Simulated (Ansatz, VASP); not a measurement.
Hg: VASP beside Ansatz

Contents of INCAR:

```
SYSTEM = Hg
ALGO = Normal ; EDIFF = 1E-6
EDIFFG = -0.005 ; ENCUT = 600
GGA = PE ; IBRION = 2
ISIF = 3 ; ISMEAR = -1
LASPH = .TRUE. ; LCHARG = .FALSE.
LREAL = .FALSE. ; LWAVE = .FALSE.
NELM = 80 ; NSW = 45
PREC = Accurate ; SIGMA = 0.05
```

Contents of KPOINTS:

```
k-points
0
G
  11 11 11
  0 0 0
```

The input POSCAR:

```
Hg
1.0
    0.0000000000      3.8360864888      3.8360864888
    3.8360864888      0.0000000000      3.8360864888
    3.8360864888      3.8360864888      0.0000000000
Hg
2
Direct
   -0.1250000000     -0.1250000000     -0.1250000000
    0.1250000000      0.1250000000      0.1250000000
```

Input for Ansatz:

```yaml
crystal:
  lattice:
    - [0.0, 3.8360864888, 3.8360864888]
    - [3.8360864888, 0.0, 3.8360864888]
    - [3.8360864888, 3.8360864888, 0.0]
  atoms:
    - { symbol: Hg, position: [-0.125, -0.125, -0.125] }
    - { symbol: Hg, position: [0.125, 0.125, 0.125] }
kpoints:
  mp_grid: { grid: [11, 11, 11] }
scf:
  occupations: { method: fermi_dirac, width: 0.05 }
hamiltonian:
  xc: pbe
  pseudopotentials:
    kind: all_electron
    lapw: { basis_error: 0.0005 }
    relativity: none
output:
  forces: true
  stress: true
  eigenvalues: true
  populations: true
relax:
  f_tol: 0.005
  max_steps: 25
  cell: {}
```

Alike in both runs: task relaxation of cell and atoms; functional PBE; k mesh 11 × 11 × 11; occupations fermi-dirac, width 0.05 eV; no spin polarisation.

|  | VASP | Ansatz |
| --- | --- | --- |
| version | VASP 6.6.1 | Ansatz 0.2.0 |
| potentials or method | VASP PAW PBE potentials, release 64 (Hg), cutoff 600 eV | all-electron LAPW, non-relativistic |

VASP gave:

```
relaxed volume (Å³/atom)                                        : 56.67
relaxed length of the cell vector where the two differ most in proportion (Å) : 5.432
```

Question: Estimate Ansatz's values.

Answer: Relaxed volume (Å³/atom): 45.11; relaxed length of the cell vector where the two differ most in proportion (Å): 5.034.

Ansatz ran all-electron here, and VASP with PAW potentials.

Neither program's run includes spin-orbit coupling.
